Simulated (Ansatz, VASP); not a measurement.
# Two plane-wave programs on CdS

Contents of POSCAR:

```
CdS
1.0
    3.8410415951      0.0000000000      0.0000000000
   -1.9205207975      3.3264395983      0.0000000000
    0.0000000000      0.0000000000      6.4452705832
Cd S
2 2
Direct
    0.0000000000      0.0000000000      0.0000000000
    0.0000000000      0.0000000000      0.5000000000
    0.3333333333      0.6666666667      0.2500000000
    0.6666666667      0.3333333333      0.7500000000
```

INCAR.step1

```
ALGO     = Normal         # electronic algorithm
EDIFF    = 1E-4           # SCF threshold, eV
ENCUT    = 520            # plane-wave cutoff, eV
GGA      = PE             # functional
ISMEAR   = 0              # smearing method
LASPH    = T              # aspherical terms in the spheres
LCHARG   = F              # write CHGCAR
LREAL    = F              # projectors in reciprocal space
LWAVE    = T              # write WAVECAR
NBANDS   = 26             # bands
NELM     = 100            # most SCF steps
PREC     = Accurate       # precision mode
SIGMA    = 0.01           # smearing width, eV
```

File INCAR.step2:

```
ALGO     = Normal         # electronic algorithm
EDIFF    = 1E-6           # SCF threshold, eV
ENCUT    = 520            # plane-wave cutoff, eV
ISIF     = 2              # what is computed and relaxed
ISMEAR   = 0              # smearing method
ISTART   = 1            
LASPH    = T              # aspherical terms in the spheres
LCHARG   = F              # write CHGCAR
LMIXTAU  = T            
LREAL    = F              # projectors in reciprocal space
LWAVE    = F              # write WAVECAR
METAGGA  = R2SCAN         # meta-GGA
NBANDS   = 26             # bands
NELM     = 100            # most SCF steps
PREC     = Accurate       # precision mode
SIGMA    = 0.01           # smearing width, eV
```

KPOINTS

```
k-points
0
Gamma
  6 6 4
```

Input for Ansatz:

```yaml
crystal:
  lattice:
    - [3.8410415951, 0.0, 0.0]
    - [-1.9205207975, 3.3264395983, 0.0]
    - [0.0, 0.0, 6.4452705832]
  atoms:
    - { symbol: Cd, position: [0.0, 0.0, 0.0] }
    - { symbol: Cd, position: [0.0, 0.0, 0.5] }
    - { symbol: S, position: [0.3333333333, 0.6666666667, 0.25] }
    - { symbol: S, position: [0.6666666667, 0.3333333333, 0.75] }
kpoints:
  mp_grid: { grid: [6, 6, 4] }
hamiltonian:
  xc: r2scan
scf:
  occupations: { method: fixed }
output:
  optics:
    e_range: [0, 12]
    de: 0.05
    sigma: 0.1
    bands: { spectra_wanted_up_to: 12 }
  write_density: true
  write_potential: true
  elf: true
  volumetric_format: npy
```

Alike in both runs: task single point; functional r2SCAN; k mesh 6 × 6 × 4; no spin polarisation.

|  | VASP | Ansatz |
| --- | --- | --- |
| version | VASP 6.6.1 | Ansatz 0.2.0 |
| potentials or method | VASP PAW PBE potentials, release 64 (Cd, S) | plane waves, PAW |
| plane-wave cutoff (eV) | 520 | 500 |
| occupations | gaussian, width 0.01 eV | fixed |
| valence electrons in the cell | 36 | 52 |

|  | VASP | Ansatz | Ansatz less VASP |
| --- | --- | --- | --- |
| gap on the k mesh at the Fermi level (eV) | 1.24 | 1.26 | +0.016 |

VASP's potentials were made for PBE, not for r2SCAN. VASP's potentials hold 36 valence electrons a cell and Ansatz's 52, so a difference there can come from the potentials and not from the codes.
